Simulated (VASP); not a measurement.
The system is Ti3As4.

```
Ti As
1.0
     4.11841    0.00000    0.00000
     0.00000    4.11841    0.00000
     0.00000    0.00000   11.64862
Ti As
3 4
Cartesian
  0.0000 0.0000 8.7365
  2.0592 2.0592 5.8243
  0.0000 0.0000 2.9122
  2.0592 0.0000 7.2804
  0.0000 2.0592 4.3682
  2.0592 0.0000 1.4561
  0.0000 2.0592 10.1925
```

| Item | Value |
| --- | --- |
| Program | VASP 6.6.1 |
| Task | relaxation of cell and atoms |
| Functional | PBE |
| Potentials or basis | VASP PAW PBE potentials, release 64 (Ti_sv, As) |
| Cutoff | 600 eV |
| k mesh | 4 × 4 × 2 |
| Occupations | gaussian, width 0.1 eV |
| Spin | no spin polarisation |

At the start: pressure -2.9 GPa; volume 28.23 Å³/atom.

Q: Where does the relaxation end?

A: Over 31 steps the energy falls by 52.2 meV/atom and the volume is 25.55 Å³/atom (-9.5 %); space group P-4m2 (No. 115, to 0.05 Å).

Step by step:
```
step  energy change (eV)  largest force (eV/Å)  pressure (GPa)  volume (Å³)
   1              0.0000                0.9971           -2.89       197.58
   2             -0.1684                0.4482            1.90       183.38
   3             -0.1798                0.5720            0.81       186.07
   4             -0.2187                0.2531            0.39       187.89
   5             -0.2275                0.2126            0.12       189.24
   6             -0.2319                0.1191           -0.12       189.96
   7             -0.2333                0.0426           -0.36       190.70
   8             -0.2356                0.0501           -0.07       189.79
   9             -0.2358                0.0692            0.01       189.55
  10             -0.2368                0.0812            0.02       189.40
  11             -0.2402                0.1196            0.06       188.96
  12             -0.2492                0.2012            0.11       188.04
  13             -0.2742                0.3491            0.17       186.11
  14             -0.3182                0.5514            0.13       181.90
  15             -0.3175                0.5801            0.08       179.98
  16             -0.3198                0.5658            0.11       181.01
  17             -0.3200                0.5648            0.10       180.99
  18             -0.3205                0.5615            0.08       180.91
  19             -0.3213                0.5549            0.05       180.76
  20             -0.3225                0.5416           -0.03       180.45
  21             -0.3222                0.5586           -0.18       179.82
  22             -0.3228                0.5460           -0.09       180.19
  23             -0.3241                0.5386           -0.10       180.18
  24             -0.3277                0.5163           -0.12       180.16
  25             -0.3344                0.4715           -0.15       180.13
  26             -0.3457                0.3811           -0.20       180.06
  27             -0.3602                0.1966           -0.29       179.92
  28             -0.3557                0.3155           -0.40       179.63
  29             -0.3638                0.0493           -0.35       179.80
  30             -0.3646                0.0447           -0.20       179.39
  31             -0.3651                0.0391            0.00       178.87
```

Final structure:
```
Ti As
1.0
     3.75343    0.00000    0.00000
     0.00000    3.75343    0.00000
     0.00000    0.00000   12.69623
Ti As
3 4
Direct
  0.00000 0.00000 0.76151
  0.50000 0.50000 0.50000
  0.00000 0.00000 0.23849
  0.50000 0.00000 0.62690
  0.00000 0.50000 0.37310
  0.50000 0.00000 0.11523
  0.00000 0.50000 0.88477
```

Caveat: the k points lie up to 0.42 Å⁻¹ apart in the final cell; this functional lacks dispersion, which binds the layers, so the pressure and a relaxed spacing across them are unreliable.
